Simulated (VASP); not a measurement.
# BN (Cc) in VASP: further runs

BN is run at these levels: PBE; tasks: single point.

All numbers are computed with VASP 6.6.1; they aren't measurements. Logs are shortened: lines on timing, memory, paths and dates and some standing lists are left out, and cuts for length are marked.

### Step 1. The cell of the first run

Symmetry: Cc, No. 9, monoclinic system. The conventional cell has a = 2.556 Å, b = 4.425 Å, c = 4.226 Å, α = 90.00°, β = 93.44°, γ = 90.00°. Within 2.1 Å of B (site symmetry 1) lie 4 N at 1.54 to 1.59 Å. Within 2.1 Å of N (site symmetry 1) lie 4 B at 1.54 to 1.59 Å.

### Step 2. Single point, PBE (strain -0.0600 x Voigt [0, 0, 0, 0, 1, 0])

INCAR reads:

```
SYSTEM = BN
PREC = Accurate
ENCUT = 520
EDIFF = 1E-6
ISMEAR = 0
SIGMA = 0.05
LREAL = .FALSE.
LASPH = .TRUE.
NELM = 100
ALGO = Normal
ISIF = 2
LWAVE = .FALSE.
LCHARG = .FALSE.
GGA = PE
NBANDS = 16
```

KPOINTS reads:

```
regular mesh
0
G
  12 12 6
  0 0 0
```

POSCAR reads:

```
BN
1.0
    2.5545800962      0.0000000000     -0.0766374029
   -1.2772900481      2.2123312593      0.0383187014
   -0.1267354361      0.0000000000      4.2245145363
B N
2 2
Direct
    0.6666666667      0.3333333333      0.9998058548
    0.3333333333      0.6666666667      0.4998058548
    0.6666666667      0.3333333333      0.6251941452
    0.3333333333      0.6666666667      0.1251941452
```

Potentials or basis: VASP PAW PBE potentials, release 64 (B, N).

Started as:

```
$ cat potpaw_PBE.64/B/POTCAR potpaw_PBE.64/N/POTCAR > POTCAR
$ mpirun -np 1 vasp_std > vasp.out
```

OUTCAR:

```text
SYSTEM = BN
   PREC = Accurate
   ENCUT = 520
   EDIFF = 1E-6
   ISMEAR = 0
   LREAL = .FALSE.
   LASPH = .TRUE.
   NELM = 100
   ISIF = 2
   GGA = PE

 ion  position               nearest neighbor table
   1  0.667  0.333  1.000-   4 1.54   4 1.57   3 1.58   4 1.59
   2  0.333  0.667  0.500-   3 1.54   3 1.57   4 1.58   3 1.59
   3  0.667  0.333  0.625-   2 1.54   2 1.57   1 1.58   2 1.59
   4  0.333  0.667  0.125-   1 1.54   1 1.57   2 1.58   1 1.59

  LATTYP: Found a base centered monoclinic cell.
 ALAT       =     2.5557293987
 B/A-ratio  =     1.7312719104
 C/A-ratio  =     1.6537021261
 COS(beta)  =    -0.0599460486

  Lattice vectors:

 A1 = (   1.2772900481,  -2.2123312593,  -0.0383187014)
 A2 = (   1.2772900481,   2.2123312593,  -0.0383187015)
 A3 = (  -0.1267354361,   0.0000000000,   4.2245145363)

Analysis of symmetry for initial positions (statically):
=====================================================================
 Subroutine PRICEL returns:
 Original cell was already a primitive cell.

 Routine SETGRP: Setting up the symmetry group for a
 base centered monoclinic supercell.

 Subroutine GETGRP returns: Found  2 space group operations
 (whereof  1 operations were pure point group operations)
 out of a pool of  4 trial point group operations.

The static configuration has the point symmetry C_1 .
 The point group associated with its full space group is C_1h.

Analysis of symmetry for dynamics (positions and initial velocities):
=====================================================================
 Subroutine PRICEL returns:
 Original cell was already a primitive cell.

 Routine SETGRP: Setting up the symmetry group for a
 base centered monoclinic supercell.

 Subroutine GETGRP returns: Found  2 space group operations
 (whereof  1 operations were pure point group operations)
 out of a pool of  4 trial point group operations.

The dynamic configuration has the point symmetry C_1 .
 The point group associated with its full space group is C_1h.

 Subroutine INISYM returns: Found  2 space group operations
 (whereof  1 operations are pure point group operations),
 and found     1 'primitive' translations

----------------------------------------------------------------------------------------

                                     Primitive cell

  volume of cell :      23.8537

  direct lattice vectors                    reciprocal lattice vectors
     2.554580096  0.000000000 -0.076637403     0.391806392  0.226005937  0.011754192
    -1.277290048  2.212331259  0.038318701     0.000000000  0.452011875  0.000000000
    -0.126735436  0.000000000  4.224514536     0.007107805  0.000000000  0.236926824

  length of vectors
     2.555729399  2.554867470  4.226415140     0.452469992  0.452011875  0.237033417

  position of ions in fractional coordinates (direct lattice)
     0.666666667  0.333333333  0.999805855
     0.333333333  0.666666667  0.499805855
     0.666666667  0.333333333  0.625194145
     0.333333333  0.666666667  0.125194145

  ion indices of the primitive-cell ions
   primitive index   ion index
                 1           1
                 2           2
                 3           3
                 4           4

----------------------------------------------------------------------------------------

 KPOINTS: regular mesh

Automatic generation of k-mesh.
 Grid dimensions read from file:
 generate k-points for:   12   12    6

 Generating k-lattice:

  Cartesian coordinates                     Fractional coordinates (reciprocal lattice)
     0.032650533  0.018833828  0.000979516     0.083333333  0.000000000  0.000000000
     0.000000000  0.037667656  0.000000000     0.000000000  0.083333333  0.000000000
     0.001184634  0.000000000  0.039487804    -0.000000000  0.000000000  0.166666667

  Length of vectors
     0.037705833  0.037667656  0.039505569

  Shift w.r.t. Gamma in fractional coordinates (k-lattice)
     0.000000000  0.000000000  0.000000000

 Subroutine IBZKPT returns following result:
 ===========================================

 Found    242 irreducible k-points:

 Following reciprocal coordinates:
            Coordinates               Weight
  0.000000  0.000000  0.000000      1.000000
  0.083333  0.000000  0.000000      4.000000
  0.166667  0.000000 -0.000000      4.000000
  0.250000 -0.000000  0.000000      4.000000
  0.333333  0.000000  0.000000      4.000000
  0.416667 -0.000000  0.000000      4.000000
[... 16 lines left out ...]
  0.333333  0.166667  0.000000      4.000000
  0.416667  0.166667  0.000000      4.000000
 [... further k-points ...]
   k-points           NKPTS =    242   k-points in BZ     NKDIM =    242   number of bands    NBANDS=     16
   number of dos      NEDOS =    301   number of ions     NIONS =      4
   total plane-waves  NPLWV =  12800
   dimension x,y,z NGX =    20 NGY =   20 NGZ =   32
   dimension x,y,z NGXF=    40 NGYF=   40 NGZF=   64
   ions per type =               2   2
   NGX,Y,Z   is equivalent  to a cutoff of  13.01, 13.01, 12.59 a.u.
   NGXF,Y,Z  is equivalent  to a cutoff of  26.02, 26.03, 25.17 a.u.
 SYSTEM =  BN
   PREC   = accura    normal or accurate (medium, high low for compatibility)
   ISTART =      0    job   : 0-new  1-cont  2-samecut
   ICHARG =      2    charge: 1-file 2-atom 10-const
   ISPIN  =      1    spin polarized calculation?
   LNONCOLLINEAR =      F non collinear calculations
   LSORBIT =      F    spin-orbit coupling
   LASPH  =      T    aspherical Exc in radial PAW
   ENCUT  =  520.0 eV  38.22 Ry    6.18 a.u.   4.75  4.75  7.86*2*pi/ulx,y,z
   NELM   =    100;   NELMIN=  2; NELMDL= -5     # of ELM steps
   EDIFF  = 0.1E-05   stopping-criterion for ELM
   LREAL  =      F    real-space projection
   EDIFFG = 0.1E-04   stopping-criterion for IOM
   NSW    =      0    number of steps for IOM
   IBRION =     -1    ionic relax: 0-MD 1-quasi-New 2-CG
   NFREE  =      0    steps in history (QN), initial steepest desc. (CG)
   ISIF   =      2    stress and relaxation
   ISYM   =      2    0-nonsym 1-usesym 2-fastsym
   POTIM  = 0.5000    time-step for ionic-motion
   TEBEG  =    0.0;   TEEND  =   0.0 temperature during run
   PSTRESS=    0.0 pullay stress
   NELECT =      16.0000    total number of electrons
   NUPDOWN=      -1.0000    fix difference up-down
   EMIN   =  10.00;   EMAX   =-10.00  energy-range for DOS
   EFERMI =   0.00;   METHOD = LEGACY
   ISMEAR =     0;   SIGMA  =   0.05  broadening in eV -4-tet -1-fermi 0-gaus
   EFERMI_NEDOS =   21; number of points for ismear=-14 and -15
   IALGO  =     38    algorithm
   IMIX   =      4    mixing-type and parameters
     AMIX     =   0.40;   BMIX     =  1.00
     AMIX_MAG =   1.60;   BMIX_MAG =  1.00
  volume/ion in A,a.u.               =       5.96        40.24
  Fermi-wavevector in a.u.,A,eV,Ry     =   1.433055  2.708082 27.941578  2.053648
  Thomas-Fermi vector in A             =   2.552615
   LORBIT       =      0    0 simple, 1 ext, 2 COOP (PROOUT), +10 PAW based schemes
   GGA     = PE    functional components
   LHFCALC =     F    Hartree Fock is set to
   AEXX    =    0.0000 exact exchange contribution
   IVDW    =     0    specifies the selected vdW correction
   LEPSILON=     F    determine dielectric tensor
   LRPA    =     F    only Hartree local field effects (RPA)
 non-spin polarized calculation
 Gauss-broadening in eV      SIGMA  =   0.05
  energy-cutoff  :      520.00
  volume of cell :       23.85
 maximum number of plane-waves:       653
   NGX =  9   NGY =  9   NGZ = 15

 number of electron      15.9999999 magnetization

 Free energy of the ion-electron system (eV)
  ---------------------------------------------------
  ext. energy  EPLUGINS =         0.00000000
  ---------------------------------------------------
  free energy    TOTEN  =       -34.74317470 eV

  energy without entropy =      -34.74317470  energy(sigma->0) =      -34.74317470

 E-fermi :   7.7903     XC(G=0): -12.7679

 val. band max:        7.5906429716   @ k =   0.0000   0.0000   0.0000
 cond. band min:      12.6880604296   @ k =   0.3333   0.3333   0.0000
 fundamental gap:      5.0974174580
 Fermi energy:         7.7903017682

 k-point     1 :       0.0000    0.0000    0.0000
  band No.  band energies     occupation
      1     -12.8550      2.00000
      2      -8.7268      2.00000
      3      -3.3766      2.00000
      4       5.3096      2.00000
      5       5.3217      2.00000
      6       7.0664      2.00000
[... 8 lines left out ...]
     15      19.2855      0.00000
     16      23.5844      0.00000

 k-point     2 :       0.0833    0.0000    0.0000
  band No.  band energies     occupation
      1     -12.7048      2.00000
      2      -8.6139      2.00000
      3      -3.2257      2.00000
      4       4.6384      2.00000
      5       5.0360      2.00000
      6       6.6933      2.00000
[... 8 lines left out ...]
     15      19.6885      0.00000
     16      23.3702      0.00000

 k-point     3 :       0.1667    0.0000   -0.0000
  band No.  band energies     occupation
      1     -12.2591      2.00000
      2      -8.2912      2.00000
      3      -2.7792      2.00000
      4       2.9965      2.00000
      5       4.3802      2.00000
      6       5.3713      2.00000
[... 8 lines left out ...]
     15      20.7777      0.00000
     16      22.7772      0.00000

 k-point     4 :       0.2500   -0.0000    0.0000
  band No.  band energies     occupation
      1     -11.5353      2.00000
      2      -7.8197      2.00000
      3      -2.0608      2.00000
      4       1.0463      2.00000
      5       3.5421      2.00000
      6       3.7400      2.00000
[... 8 lines left out ...]
     15      22.1512      0.00000
     16      22.8358      0.00000

 k-point     5 :       0.3333    0.0000    0.0000
  band No.  band energies     occupation
      1     -10.5757      2.00000
      2      -7.3630      2.00000
      3      -1.1587      2.00000
      4      -0.6733      2.00000
      5       1.8863      2.00000
      6       3.0483      2.00000
[... 8 lines left out ...]
     15      23.0404      0.00000
     16      23.7531      0.00000

 k-point     6 :       0.4167   -0.0000    0.0000
  band No.  band energies     occupation
      1      -9.4948      2.00000
      2      -7.2679      2.00000
      3      -1.7829      2.00000
      4      -0.2413      2.00000
      5       0.6128      2.00000
      6       2.6434      2.00000
[... 8 lines left out ...]
     15      23.5593      0.00000
     16      24.7148      0.00000
[... 267 lines left out ...]
 k-point    21 :       0.1667    0.1667   -0.0000
  band No.  band energies     occupation
      1     -11.1155      2.00000
      2      -7.5614      2.00000
      3      -1.6545      2.00000
      4       0.8780      2.00000
      5       1.8114      2.00000
      6       3.7943      2.00000
[... 8 lines left out ...]
     15      22.6407      0.00000
     16      23.4027      0.00000

 k-point    22 :       0.2500    0.1667    0.0000
  band No.  band energies     occupation
      1     -10.1817      2.00000
      2      -7.1720      2.00000
      3      -0.7562      2.00000
      4      -0.3954      2.00000
      5       0.7607      2.00000
      6       2.5673      2.00000
[... 8 lines left out ...]
     15      22.5777      0.00000
     16      23.7668      0.00000

 k-point    23 :       0.3333    0.1667    0.0000
  band No.  band energies     occupation
      1      -9.1375      2.00000
      2      -7.1203      2.00000
      3      -1.4263      2.00000
      4      -0.0487      2.00000
      5       0.5746      2.00000
      6       1.4661      2.00000
[... 8 lines left out ...]
     15      23.2214      0.00000
     16      23.9422      0.00000

 k-point    24 :       0.4167    0.1667    0.0000
  band No.  band energies     occupation
      1      -8.4593      2.00000
      2      -7.3910      2.00000
      3      -1.7494      2.00000
      4      -0.1058      2.00000
      5       0.9977      2.00000
      6       1.1384      2.00000
[... 8 lines left out ...]
     15      23.3008      0.00000
     16      24.4143      0.00000

 [... further k-points ...]

------------------------ aborting loop because EDIFF is reached ----------------------------------------

  FORCE on cell =-STRESS in cart. coord.  units (eV):
  Direction    XX          YY          ZZ          XY          YZ          ZX
  --------------------------------------------------------------------------------------
  -------------------------------------------------------------------------------------
  Total        0.1101411      0.1120290      0.1837593      0.0000000     -0.0000000      2.9781872
  in kB        7.3978361      7.5246394     12.3425371      0.0000000     -0.0000000    200.0355250
  external PRESSURE =       9.0883375 kB  Pullay stress =       0.0000000 kB

 VOLUME and BASIS-vectors are now :
 -----------------------------------------------------------------------------
  energy-cutoff  :      520.00
  volume of cell :       23.85
      direct lattice vectors                 reciprocal lattice vectors
     2.554580096  0.000000000 -0.076637403     0.391806392  0.226005937  0.011754192
    -1.277290048  2.212331259  0.038318701     0.000000000  0.452011875  0.000000000
    -0.126735436  0.000000000  4.224514536     0.007107805  0.000000000  0.236926824

 POSITION                                       TOTAL-FORCE (eV/Angst)
 -----------------------------------------------------------------------------------
      1.15058      0.73744      4.18538        -0.142323     -0.045491     -0.023878
     -0.06334      1.47489      2.11144        -0.142323      0.045491     -0.023878
      1.19806      0.73744      2.60282         0.142323     -0.080992      0.023878
     -0.01587      1.47489      0.52888         0.142323      0.080992      0.023878
 -----------------------------------------------------------------------------------
    total drift:                                0.000276      0.000000      0.000153

  FREE ENERGIE OF THE ION-ELECTRON SYSTEM (eV)
  ---------------------------------------------------
  free  energy   TOTEN  =       -34.7431747038 eV

  energy  without entropy=      -34.7431747038  energy(sigma->0) =      -34.74317470
```

It took 47 s on 1 thread of Intel Xeon Platinum 8375C at 2.90GHz (Ice Lake), shared host; peak memory 0.19 GiB.

Results:

* Free energy: -34.7432 eV
* Pressure: 0.9 GPa
* Largest force: 0.165 eV/Å
* Band gap on the k mesh: 5.10 eV, indirect (least direct gap 8.00 eV)

Forces in eV/Å, atoms in the order of the input:
```
B   -0.142 -0.045 -0.024
B   -0.142  0.045 -0.024
N    0.142 -0.081  0.024
N    0.142  0.081  0.024
```

Caveat: the cell differs from its parent crystal (strain -0.0600 x Voigt [0, 0, 0, 0, 1, 0]).

### Step 3. Single point, PBE (strain +0.0525 x Voigt [0, 0, 0, 0, 1, 0])

INCAR reads:

```
SYSTEM = BN
ALGO     = Normal         ! electronic algorithm
EDIFF    = 1E-6           ! SCF threshold, eV
ENCUT    = 520            ! plane-wave cutoff, eV
GGA      = PE             ! functional
ISIF     = 2              ! what is computed and relaxed
ISMEAR   = 0              ! smearing method
LASPH    = .TRUE.         ! aspherical terms in the spheres
LCHARG   = .FALSE.        ! write CHGCAR
LREAL    = .FALSE.        ! projectors in reciprocal space
LWAVE    = .FALSE.        ! write WAVECAR
NBANDS   = 16             ! bands
NELM     = 60             ! most SCF steps
PREC     = Accurate       ! precision mode
SIGMA    = 0.05           ! smearing width, eV
```

KPOINTS reads:

```
k-points
0
G
  12 12 6
  0 0 0
```

POSCAR reads:

```
BN
1.0
    2.5545800962      0.0000000000      0.0670577275
   -1.2772900481      2.2123312593     -0.0335288638
    0.1108935066      0.0000000000      4.2245145363
B N
2 2
Direct
    0.6666666667      0.3333333333      0.9998058548
    0.3333333333      0.6666666667      0.4998058548
    0.6666666667      0.3333333333      0.6251941452
    0.3333333333      0.6666666667      0.1251941452
```

Potentials or basis: VASP PAW PBE potentials, release 64 (B, N).

Started as:

```
$ cat potpaw_PBE.64/B/POTCAR potpaw_PBE.64/N/POTCAR > POTCAR
$ mpirun -np 1 vasp_std > vasp.out
```

Run time: 49 s. Hardware: 1 thread of Intel Xeon Platinum 8375C at 2.90GHz (Ice Lake), shared host; peak memory 0.19 GiB.

Results (log left out):

- Free energy: -34.7642 eV
- Pressure: 0.7 GPa
- Largest force: 0.140 eV/Å
- Band gap on the k mesh: 5.12 eV, indirect (least direct gap 8.06 eV)

Forces in eV/Å, atoms in the order of the input:
```
B    0.124 -0.035 -0.019
B    0.124  0.035 -0.019
N   -0.124 -0.062  0.019
N   -0.124  0.062  0.019
```

Stress tensor (GPa, compression positive):
```
  0.62   0.00 -17.51
  0.00   0.63   0.00
-17.51   0.00   0.99
```

Levels at points of the mesh, in eV from the valence-band top:
```csv
k point,band 6,band 7,band 8,band 9,band 10,band 11
"(0.00, 0.00, 0.00)",-0.48,-0.11,0.00,8.06,8.18,8.52
"(0.50, 0.00, 0.00)",-5.06,-4.45,-2.21,6.55,7.79,10.20
"(0.00, 0.50, 0.00)",-5.03,-4.48,-2.23,6.58,7.79,9.79
"(0.00, 0.00, 0.50)",-1.54,-1.05,-1.05,9.11,9.11,9.59
"(0.50, 0.00, 0.50)",-3.94,-3.76,-3.21,6.06,6.78,9.34
"(0.00, 0.50, 0.50)",-3.86,-3.63,-3.63,6.43,6.43,9.88
```

Caveat: the cell differs from its parent crystal (strain +0.0525 x Voigt [0, 0, 0, 0, 1, 0]).
